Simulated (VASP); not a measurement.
Wanted: the native input for a VASP 6.6.1 run.

```
Task                   : single point
Functional             : PBE
Potentials or basis    : VASP PAW PBE potentials, release 64 (Tl_d, S)
Cutoff                 : 520 eV
k mesh                 : 1 × 1 × 1
Occupations            : gaussian, width 0.01 eV
Spin                   : non-collinear spin, zero start, spin-orbit coupling
Starting moments       : [[0.0, 0.0, 0.0], [0.0, 0.0, 0.0], [0.0, 0.0, 0.0], [0.0, 0.0, 0.0], [0.0, 0.0, 0.0]] μB
Dipole correction      : no
Further INCAR settings : ALGO = Normal; EDIFF = 1e-06; NBANDS = 59
```

The structure of Tl2S3 (Tl2(S)1(S)2) lies in POSCAR:

```
Tl2S3
1.0
    9.1600000000      0.0000000000      0.0000000000
    0.0000000000     11.9300000000      0.0000000000
    0.0000000000      0.0000000000     16.4800000000
Tl S
2 3
Direct
    0.5006550200      0.4909371300      0.6156438100
    0.5006550200      0.4909371300      0.3840576500
    0.4912663800      0.6226789600      0.4998507300
    0.5087598300      0.3772003400      0.7266432000
    0.5087598300      0.3772003400      0.2730582500
```

One way to write it, as run:

INCAR

```
SYSTEM = Tl2S3
ALGO = Normal ; EDIFF = 1E-6
ENCUT = 520 ; GGA = PE
GGA_COMPAT = .False. ; ISIF = 2
ISMEAR = 0 ; LASPH = .True.
LCHARG = .False. ; LORBIT = 11
LORBMOM = .True. ; LREAL = .False.
LSORBIT = .True. ; LWAVE = .False.
MAGMOM = 0 0 0 0 0 0 0 0 0 0 0 0 0 0 0 ; NBANDS = 59
NELM = 150 ; PREC = Accurate
SIGMA = 0.01
```

KPOINTS

```
k-points
0
Gamma
  1 1 1
  0 0 0
```

Potentials or basis: VASP PAW PBE potentials, release 64 (Tl_d, S).

The run is started by

```sh
$ cat potpaw_PBE.64/Tl_d/POTCAR potpaw_PBE.64/S/POTCAR > POTCAR
$ mpirun -np 1 vasp_ncl > vasp.out
```

Results of the run:

```
Largest force                                         : 0.694 eV/Å
Net moment                                            : 0.00 μB per cell
Valence electrons inside the program's atomic spheres : Tl 11.25; S 3.63, 3.62
```

Wall time 28 min on 1 thread of Oxide Virtual Turin-like Processor, on a shared host, peak memory 4.1 GiB.
